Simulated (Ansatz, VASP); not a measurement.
## One calculation of SnO2, two programs

Contents of INCAR:

```
SYSTEM = SnO2
PREC = Accurate ; ENCUT = 520
EDIFF = 1E-6 ; ISMEAR = 0
SIGMA = 0.05 ; LREAL = .False.
LASPH = .True. ; NELM = 60
ALGO = Normal ; ISIF = 2
LWAVE = .False. ; LCHARG = .False.
GGA = PS ; NBANDS = 64
```

The input KPOINTS:

```
regular mesh
0
Gamma
  6 6 6
  0 0 0
```

File POSCAR:

```
SnO2
1.0
    2.9808744222      1.7210086501      4.9168529969
   -2.9808744222      1.7210086501      4.9168529969
    0.0000000000     -3.4420173001      4.9168529970
Sn O
4 8
Direct
    0.8646807174      0.8646807174      0.8646807174
    0.3648245829      0.3648245829      0.8648190111
    0.3648245829      0.8648190111      0.3648245829
    0.8648190111      0.3648245829      0.3648245829
    0.1235003534      0.6233501671      0.6233501671
    0.6233501671      0.1235003534      0.6233501671
    0.6233501671      0.6233501671      0.1235003534
    0.6062113146      0.6062113146      0.6062113146
    0.1234715296      0.1234715296      0.1234715296
    0.1060883083      0.1060883083      0.6062369573
    0.1060883083      0.6062369573      0.1060883083
    0.6062369573      0.1060883083      0.1060883083
```

Input for Ansatz:

```yaml
crystal:
  lattice:
    - [2.9808744222, 1.7210086501, 4.9168529969]
    - [-2.9808744222, 1.7210086501, 4.9168529969]
    - [0.0, -3.4420173001, 4.916852997]
  atoms:
    - { symbol: Sn, position: [0.8646807174, 0.8646807174, 0.8646807174] }
    - { symbol: Sn, position: [0.3648245829, 0.3648245829, 0.8648190111] }
    - { symbol: Sn, position: [0.3648245829, 0.8648190111, 0.3648245829] }
    - { symbol: Sn, position: [0.8648190111, 0.3648245829, 0.3648245829] }
    - { symbol: O, position: [0.1235003534, 0.6233501671, 0.6233501671] }
    - { symbol: O, position: [0.6233501671, 0.1235003534, 0.6233501671] }
    - { symbol: O, position: [0.6233501671, 0.6233501671, 0.1235003534] }
    - { symbol: O, position: [0.6062113146, 0.6062113146, 0.6062113146] }
    - { symbol: O, position: [0.1234715296, 0.1234715296, 0.1234715296] }
    - { symbol: O, position: [0.1060883083, 0.1060883083, 0.6062369573] }
    - { symbol: O, position: [0.1060883083, 0.6062369573, 0.1060883083] }
    - { symbol: O, position: [0.6062369573, 0.1060883083, 0.1060883083] }
basis:
  ecutwfc: 520.0
kpoints:
  mp_grid: { grid: [6, 6, 6] }
hamiltonian:
  xc: pbesol
  pseudopotentials: { kind: paw, azcp: { folder: soft_1 } }
scf:
  occupations: { method: gaussian, width: 0.05 }
output:
  forces: true
  stress: true
  eigenvalues: true
```

Alike in both runs: task single point; functional PBEsol; k mesh 6 × 6 × 6; occupations gaussian, width 0.05 eV; no spin polarisation.

```csv
,VASP,Ansatz
version,VASP 6.6.1,Ansatz 0.2.0
potentials or method,"VASP PAW PBE potentials, release 64 (Sn_d, O), cutoff 520 eV","scalar-relativistic, plane waves, PAW"
valence electrons in the cell,104,104
```

```tsv
	VASP	Ansatz	Ansatz less VASP
gap on the k mesh at the Fermi level (eV)	3.14	3.16	+0.022
least direct gap on the mesh (eV)	3.14	3.16	+0.022
pressure (GPa)	22.6	21.5	-1.09
traceless stress, the component that is largest in VASP (GPa)	-20.68	-20.24	+0.444
rms of the force components (eV/Å)	0.079	0.033	-0.0461
```

VASP's potentials were made for PBE, not for PBEsol, and Ansatz warns of the same on its side. Atom by atom the forces differ by 0.046 eV/Å (rms over components).
